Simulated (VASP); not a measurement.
# GaSb (vib) (F-43m) in VASP: further runs

The runs below take GaSb (vib) through single point, relaxation of cell and atoms, with LDA.

All numbers are computed with VASP 6.6.1; they aren't measurements. Logs are shortened: lines on timing, memory, paths and dates and some standing lists are left out, and cuts for length are marked.

## (1) The cell of the first run

It takes space group F-43m (No. 216, cubic). Conventional cell: a = 6.047 Å, b = 6.047 Å, c = 6.047 Å, α = 90.00°, β = 90.00°, γ = 90.00°. Ga (site symmetry -43m) has 4 Sb at 2.62 Å within 3.5 Å. Sb (site symmetry -43m) has 4 Ga at 2.62 Å within 3.5 Å.

## (2) Single point, LDA

Contents of INCAR:

```
SYSTEM = GaSb
PREC = Accurate
ENCUT = 520
EDIFF = 1E-6
ISMEAR = 0
SIGMA = 0.01
LREAL = .False.
LASPH = .True.
NELM = 80
ALGO = Normal
ISIF = 2
LWAVE = .False.
LCHARG = .True.
LELF = .True.
LVHAR = .True.
NBANDS = 16
```

Contents of KPOINTS:

```
regular mesh
0
Gamma
  8 8 8
  0 0 0
```

Contents of POSCAR:

```
GaSb
1.0
    0.0000000000      3.0234172919      3.0234172919
    3.0234172919      0.0000000000      3.0234172919
    3.0234172919      3.0234172919      0.0000000000
Ga Sb
1 1
Direct
    0.0000000000      0.0000000000      0.0000000000
    0.2500000000      0.2500000000      0.2500000000
```

Potentials or basis: VASP PAW LDA potentials, release 64 (Ga_d, Sb).

On the command line:

```sh
> cat potpaw_LDA.64/Ga_d/POTCAR potpaw_LDA.64/Sb/POTCAR > POTCAR
> mpirun -np 1 vasp_std > vasp.out
```

OUTCAR:

```text
SYSTEM = GaSb
   PREC = Accurate
   ENCUT = 520
   EDIFF = 1E-6
   ISMEAR = 0
   LREAL = .False.
   LASPH = .True.
   NELM = 80
   ISIF = 2

 ion  position               nearest neighbor table
   1  0.000  0.000  0.000-   2 2.62   2 2.62   2 2.62   2 2.62
   2  0.250  0.250  0.250-   1 2.62   1 2.62   1 2.62   1 2.62

  LATTYP: Found a face centered cubic cell.
 ALAT       =     6.0468345838

  Lattice vectors:

 A1 = (   0.0000000000,   3.0234172919,   3.0234172919)
 A2 = (   3.0234172919,   0.0000000000,   3.0234172919)
 A3 = (   3.0234172919,   3.0234172919,   0.0000000000)

Analysis of symmetry for initial positions (statically):
=====================================================================
 Subroutine PRICEL returns:
 Original cell was already a primitive cell.

 Routine SETGRP: Setting up the symmetry group for a
 face centered cubic supercell.

 Subroutine GETGRP returns: Found 24 space group operations
 (whereof 24 operations were pure point group operations)
 out of a pool of 48 trial point group operations.

The static configuration has the point symmetry T_d .

Analysis of symmetry for dynamics (positions and initial velocities):
=====================================================================
 Subroutine PRICEL returns:
 Original cell was already a primitive cell.

 Routine SETGRP: Setting up the symmetry group for a
 face centered cubic supercell.

 Subroutine GETGRP returns: Found 24 space group operations
 (whereof 24 operations were pure point group operations)
 out of a pool of 48 trial point group operations.

The dynamic configuration has the point symmetry T_d .

 Subroutine INISYM returns: Found 24 space group operations
 (whereof 24 operations are pure point group operations),
 and found     1 'primitive' translations

----------------------------------------------------------------------------------------

                                     Primitive cell

  volume of cell :      55.2744

  direct lattice vectors                    reciprocal lattice vectors
     0.000000000  3.023417292  3.023417292    -0.165375782  0.165375782  0.165375782
     3.023417292  0.000000000  3.023417292     0.165375782 -0.165375782  0.165375782
     3.023417292  3.023417292  0.000000000     0.165375782  0.165375782 -0.165375782

  length of vectors
     4.275757739  4.275757739  4.275757739     0.286439257  0.286439257  0.286439257

  position of ions in fractional coordinates (direct lattice)
     0.000000000  0.000000000  0.000000000
     0.250000000  0.250000000  0.250000000

  ion indices of the primitive-cell ions
   primitive index   ion index
                 1           1
                 2           2

----------------------------------------------------------------------------------------

 KPOINTS: regular mesh

Automatic generation of k-mesh.
 Grid dimensions read from file:
 generate k-points for:    8    8    8

 Generating k-lattice:

  Cartesian coordinates                     Fractional coordinates (reciprocal lattice)
    -0.020671973  0.020671973  0.020671973     0.125000000  0.000000000  0.000000000
     0.020671973 -0.020671973  0.020671973     0.000000000  0.125000000  0.000000000
     0.020671973  0.020671973 -0.020671973     0.000000000  0.000000000  0.125000000

  Length of vectors
     0.035804907  0.035804907  0.035804907

  Shift w.r.t. Gamma in fractional coordinates (k-lattice)
     0.000000000  0.000000000  0.000000000

 Subroutine IBZKPT returns following result:
 ===========================================

 Found     29 irreducible k-points:

 Following reciprocal coordinates:
            Coordinates               Weight
  0.000000  0.000000  0.000000      1.000000
  0.125000  0.000000  0.000000      8.000000
  0.250000  0.000000  0.000000      8.000000
  0.375000  0.000000  0.000000      8.000000
  0.500000  0.000000  0.000000      4.000000
  0.125000  0.125000  0.000000      6.000000
[... 16 lines left out ...]
  0.500000  0.250000  0.125000     48.000000
 -0.375000  0.250000  0.125000     24.000000
 [... further k-points ...]
   k-points           NKPTS =     29   k-points in BZ     NKDIM =     29   number of bands    NBANDS=     16
   number of dos      NEDOS =    301   number of ions     NIONS =      2
   total plane-waves  NPLWV =  32768
   dimension x,y,z NGX =    32 NGY =   32 NGZ =   32
   dimension x,y,z NGXF=    64 NGYF=   64 NGZF=   64
   ions per type =               1   1
   NGX,Y,Z   is equivalent  to a cutoff of  12.44, 12.44, 12.44 a.u.
   NGXF,Y,Z  is equivalent  to a cutoff of  24.88, 24.88, 24.88 a.u.
 SYSTEM =  GaSb
   PREC   = accura    normal or accurate (medium, high low for compatibility)
   ISTART =      0    job   : 0-new  1-cont  2-samecut
   ICHARG =      2    charge: 1-file 2-atom 10-const
   ISPIN  =      1    spin polarized calculation?
   LNONCOLLINEAR =      F non collinear calculations
   LSORBIT =      F    spin-orbit coupling
   LASPH  =      T    aspherical Exc in radial PAW
   ENCUT  =  520.0 eV  38.22 Ry    6.18 a.u.   7.95  7.95  7.95*2*pi/ulx,y,z
   NELM   =     80;   NELMIN=  2; NELMDL= -5     # of ELM steps
   EDIFF  = 0.1E-05   stopping-criterion for ELM
   LREAL  =      F    real-space projection
   EDIFFG = 0.1E-04   stopping-criterion for IOM
   NSW    =      0    number of steps for IOM
   IBRION =     -1    ionic relax: 0-MD 1-quasi-New 2-CG
   NFREE  =      0    steps in history (QN), initial steepest desc. (CG)
   ISIF   =      2    stress and relaxation
   ISYM   =      2    0-nonsym 1-usesym 2-fastsym
   POTIM  = 0.5000    time-step for ionic-motion
   TEBEG  =    0.0;   TEEND  =   0.0 temperature during run
   PSTRESS=    0.0 pullay stress
   NELECT =      18.0000    total number of electrons
   NUPDOWN=      -1.0000    fix difference up-down
   EMIN   =  10.00;   EMAX   =-10.00  energy-range for DOS
   EFERMI =   0.00;   METHOD = LEGACY
   ISMEAR =     0;   SIGMA  =   0.01  broadening in eV -4-tet -1-fermi 0-gaus
   EFERMI_NEDOS =   21; number of points for ismear=-14 and -15
   IALGO  =     38    algorithm
   IMIX   =      4    mixing-type and parameters
     AMIX     =   0.40;   BMIX     =  1.00
     AMIX_MAG =   1.60;   BMIX_MAG =  1.00
  volume/ion in A,a.u.               =      27.64       186.51
  Fermi-wavevector in a.u.,A,eV,Ry     =   1.126309  2.128415 17.259971  1.268572
  Thomas-Fermi vector in A             =   2.262990
   LORBIT       =      0    0 simple, 1 ext, 2 COOP (PROOUT), +10 PAW based schemes
   GGA     = CA    functional components
   LHFCALC =     F    Hartree Fock is set to
   AEXX    =    0.0000 exact exchange contribution
   IVDW    =     0    specifies the selected vdW correction
   LEPSILON=     F    determine dielectric tensor
   LRPA    =     F    only Hartree local field effects (RPA)
 non-spin polarized calculation
 Gauss-broadening in eV      SIGMA  =   0.01
  energy-cutoff  :      520.00
  volume of cell :       55.27
 maximum number of plane-waves:      1524
   NGX = 15   NGY = 15   NGZ = 15

 number of electron      17.9999990 magnetization

 Free energy of the ion-electron system (eV)
  ---------------------------------------------------
  ext. energy  EPLUGINS =         0.00000000
  ---------------------------------------------------
  free energy    TOTEN  =        -8.66635280 eV

  energy without entropy =       -8.66635280  energy(sigma->0) =       -8.66635280

 E-fermi :   5.0922     XC(G=0):  -9.5479

 val. band max:        5.0490733101   @ k =   0.0000   0.0000   0.0000
 cond. band min:       5.1752865186   @ k =   0.0000   0.0000   0.0000
 fundamental gap:      0.1262132085
 Fermi energy:         5.0922037424

 k-point     1 :       0.0000    0.0000    0.0000
  band No.  band energies     occupation
      1     -10.1719      2.00000
      2     -10.1719      2.00000
      3     -10.1719      2.00000
      4     -10.1171      2.00000
      5     -10.1171      2.00000
      6      -6.7168      2.00000
[... 8 lines left out ...]
     15      13.6717      0.00000
     16      13.6717      0.00000

 k-point     2 :       0.1250    0.0000    0.0000
  band No.  band energies     occupation
      1     -10.1766      2.00000
      2     -10.1698      2.00000
      3     -10.1698      2.00000
      4     -10.1173      2.00000
      5     -10.1173      2.00000
      6      -6.5500      2.00000
[... 8 lines left out ...]
     15      12.8271      0.00000
     16      12.8271      0.00000

 k-point     3 :       0.2500    0.0000    0.0000
  band No.  band energies     occupation
      1     -10.1879      2.00000
      2     -10.1653      2.00000
      3     -10.1653      2.00000
      4     -10.1176      2.00000
      5     -10.1176      2.00000
      6      -6.0738      2.00000
[... 8 lines left out ...]
     15      12.6114      0.00000
     16      12.6114      0.00000

 k-point     4 :       0.3750    0.0000    0.0000
  band No.  band energies     occupation
      1     -10.1989      2.00000
      2     -10.1613      2.00000
      3     -10.1613      2.00000
      4     -10.1173      2.00000
      5     -10.1173      2.00000
      6      -5.4079      2.00000
[... 8 lines left out ...]
     15      13.5926      0.00000
     16      13.5926      0.00000

 k-point     5 :       0.5000    0.0000    0.0000
  band No.  band energies     occupation
      1     -10.2034      2.00000
      2     -10.1599      2.00000
      3     -10.1599      2.00000
      4     -10.1169      2.00000
      5     -10.1169      2.00000
      6      -5.0042      2.00000
[... 8 lines left out ...]
     15      14.9740      0.00000
     16      14.9740      0.00000

 k-point     6 :       0.1250    0.1250    0.0000
  band No.  band energies     occupation
      1     -10.1803      2.00000
      2     -10.1679      2.00000
      3     -10.1679      2.00000
      4     -10.1186      2.00000
      5     -10.1165      2.00000
      6      -6.4938      2.00000
[... 8 lines left out ...]
     15      11.8724      0.00000
     16      13.8700      0.00000

 k-point     7 :       0.2500    0.1250    0.0000
  band No.  band energies     occupation
      1     -10.1897      2.00000
      2     -10.1641      2.00000
      3     -10.1633      2.00000
      4     -10.1201      2.00000
      5     -10.1161      2.00000
      6      -6.1172      2.00000
[... 8 lines left out ...]
     15      13.0179      0.00000
     16      13.6244      0.00000

 k-point     8 :       0.3750    0.1250    0.0000
  band No.  band energies     occupation
      1     -10.1995      2.00000
      2     -10.1606      2.00000
      3     -10.1590      2.00000
      4     -10.1203      2.00000
      5     -10.1160      2.00000
      6      -5.4949      2.00000
[... 8 lines left out ...]
     15      13.5567      0.00000
     16      14.2839      0.00000

 k-point     9 :       0.5000    0.1250    0.0000
  band No.  band energies     occupation
      1     -10.2051      2.00000
      2     -10.1586      2.00000
      3     -10.1574      2.00000
      4     -10.1190      2.00000
      5     -10.1166      2.00000
      6      -4.9266      2.00000
[... 8 lines left out ...]
     15      14.7731      0.00000
     16      14.9866      0.00000
[... 172 lines left out ...]
 k-point    19 :       0.5000    0.3750    0.0000
  band No.  band energies     occupation
      1     -10.2189      2.00000
      2     -10.1473      2.00000
      3     -10.1462      2.00000
      4     -10.1287      2.00000
      5     -10.1137      2.00000
      6      -4.3412      2.00000
[... 8 lines left out ...]
     15      15.5360      0.00000
     16      15.9123      0.00000

 k-point    20 :      -0.3750    0.3750    0.0000
  band No.  band energies     occupation
      1     -10.2159      2.00000
      2     -10.1507      2.00000
      3     -10.1480      2.00000
      4     -10.1254      2.00000
      5     -10.1156      2.00000
      6      -4.1944      2.00000
[... 8 lines left out ...]
     15      13.8564      0.00000
     16      17.3260      0.00000

 k-point    21 :       0.5000    0.5000    0.0000
  band No.  band energies     occupation
      1     -10.2224      2.00000
      2     -10.1442      2.00000
      3     -10.1442      2.00000
      4     -10.1310      2.00000
      5     -10.1128      2.00000
      6      -4.1256      2.00000
[... 8 lines left out ...]
     15      15.9842      0.00000
     16      16.3167      0.00000

 k-point    22 :       0.3750    0.2500    0.1250
  band No.  band energies     occupation
      1     -10.1988      2.00000
      2     -10.1599      2.00000
      3     -10.1584      2.00000
      4     -10.1217      2.00000
      5     -10.1157      2.00000
      6      -5.6581      2.00000
[... 8 lines left out ...]
     15      14.0887      0.00000
     16      14.3661      0.00000

 k-point    23 :       0.5000    0.2500    0.1250
  band No.  band energies     occupation
      1     -10.2061      2.00000
      2     -10.1572      2.00000
      3     -10.1546      2.00000
      4     -10.1216      2.00000
      5     -10.1163      2.00000
      6      -5.0185      2.00000
[... 8 lines left out ...]
     15      13.8010      0.00000
     16      15.2105      0.00000

 k-point    24 :      -0.3750    0.2500    0.1250
  band No.  band energies     occupation
      1     -10.2089      2.00000
      2     -10.1565      2.00000
      3     -10.1531      2.00000
      4     -10.1207      2.00000
      5     -10.1171      2.00000
      6      -4.6322      2.00000
[... 8 lines left out ...]
     15      14.6472      0.00000
     16      15.2618      0.00000

 [... further k-points ...]
[... 5 lines left out ...]
  --------------------------------------------------------------------------------------
  -------------------------------------------------------------------------------------
  Total        0.0729854      0.0729854      0.0729854      0.0000000      0.0000000     -0.0000000
  in kB        2.1155465      2.1155465      2.1155465      0.0000000      0.0000000     -0.0000000
  external PRESSURE =       2.1155465 kB  Pullay stress =       0.0000000 kB

 VOLUME and BASIS-vectors are now :
 -----------------------------------------------------------------------------
  energy-cutoff  :      520.00
  volume of cell :       55.27
      direct lattice vectors                 reciprocal lattice vectors
     0.000000000  3.023417292  3.023417292    -0.165375782  0.165375782  0.165375782
     3.023417292  0.000000000  3.023417292     0.165375782 -0.165375782  0.165375782
     3.023417292  3.023417292  0.000000000     0.165375782  0.165375782 -0.165375782

 POSITION                                       TOTAL-FORCE (eV/Angst)
 -----------------------------------------------------------------------------------
      0.00000      0.00000      0.00000        -0.000000      0.000000     -0.000000
      1.51171      1.51171      1.51171         0.000000     -0.000000      0.000000
 -----------------------------------------------------------------------------------
    total drift:                                0.000000      0.000000      0.000000

  FREE ENERGIE OF THE ION-ELECTRON SYSTEM (eV)
  ---------------------------------------------------
  free  energy   TOTEN  =        -8.6663528027 eV

  energy  without entropy=       -8.6663528027  energy(sigma->0) =       -8.66635280
```

It took 18 s on 1 thread of Intel Xeon Platinum 8175M at 2.50GHz (Skylake/Cascade Lake), shared host; peak memory 0.17 GiB.

What came out:

```
Free energy            : -8.6664 eV
Pressure               : 0.2 GPa
Band gap on the k mesh : 0.13 eV, direct
```

Caveat: spin-orbit coupling is left out, which moves the levels of the heavy elements. A k mesh can miss the band edges.

## (3) Single point, LDA

Contents of INCAR:

```
SYSTEM = GaSb
  ALGO = Normal
  EDIFF = 1E-6
  ENCUT = 520
  ISIF = 2
  ISMEAR = 0
  LASPH = .TRUE.
  LCHARG = .FALSE.
  LREAL = .FALSE.
  LWAVE = .FALSE.
  NBANDS = 16
  NELM = 80
  PREC = Accurate
  SIGMA = 0.1
```

Contents of KPOINTS:

```
k-points
0
G
  10 10 10
  0 0 0
```

Contents of POSCAR:

```
GaSb
1.0
    0.0000000000      3.0244336198      3.0244336198
    3.0244336198      0.0000000000      3.0244336198
    3.0244336198      3.0244336198      0.0000000000
Ga Sb
1 1
Direct
    0.0000000000      0.0000000000      0.0000000000
    0.2500000000      0.2500000000      0.2500000000
```

Potentials or basis: VASP PAW LDA potentials, release 64 (Ga_d, Sb).

On the command line:

```sh
> cat potpaw_LDA.64/Ga_d/POTCAR potpaw_LDA.64/Sb/POTCAR > POTCAR
> mpirun -np 1 vasp_std > vasp.out
```

Wall time 28 s (1 thread of Intel Xeon Platinum 8175M at 2.50GHz (Skylake/Cascade Lake), shared host); peak memory 0.18 GiB.

It converged, with:

```yaml
Free_energy: -8.6722 eV
Pressure: 0.2 GPa
Band_gap_on_the_k_mesh: 0.12 eV, direct
```

Levels at points of the mesh, in eV from the valence-band top:
```tsv
k point	band 6	band 7	band 8	band 9	band 10	band 11	band 12	band 13
(0.00, 0.00, 0.00)	-11.76	0.00	0.00	0.00	0.12	2.74	2.74	2.74
(0.50, 0.00, 0.00)	-10.05	-6.58	-1.21	-1.21	0.37	3.71	3.71	6.29
(0.50, 0.50, 0.00)	-9.17	-7.01	-2.70	-2.70	0.79	1.10	8.80	8.80
```

Caveat: spin-orbit coupling is left out, which moves the levels of the heavy elements. A k mesh can miss the band edges.

(Part 1 of 2 ends here.)
